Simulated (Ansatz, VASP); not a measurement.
**Two plane-wave programs on Bi2Te3**

```
Bi Te
1.0
     2.17865    1.25785    9.81224
    -2.17865    1.25785    9.81224
     0.00000   -2.51569    9.81224
Bi Te
2 3
Direct
  0.18800 0.18800 0.18800
  0.59800 0.59800 0.59800
  0.38900 0.38900 0.38900
  0.80000 0.80000 0.80000
  0.00000 0.00000 0.00000
```

Alike in both runs: task single point; functional LDA; k mesh 6 × 6 × 6; occupations fermi-dirac, width 0.1 eV; no spin polarisation.

|  | VASP | Ansatz |
| --- | --- | --- |
| version | VASP 6.6.1 | Ansatz 0.2.0 |
| potentials or method | VASP PAW LDA potentials, release 64 (Bi_d, Te), cutoff 520 eV | plane waves, PAW |
| valence electrons in the cell | 48 | 78 |

VASP gave:

```
pressure (GPa)                                                : 0.3
traceless stress, the component that is largest in VASP (GPa) : -0.82
```

Task: Which values does Ansatz return?

Result: Pressure (GPa): 0.2; traceless stress, the component that is largest in VASP (GPa): -0.82.

LDA's correlation is that of Perdew and Zunger in VASP and of Perdew and Wang (1992) in Ansatz. VASP's potentials hold 48 valence electrons a cell and Ansatz's 78, so a difference there can come from the potentials and not from the codes.

Spin-orbit coupling is off throughout.
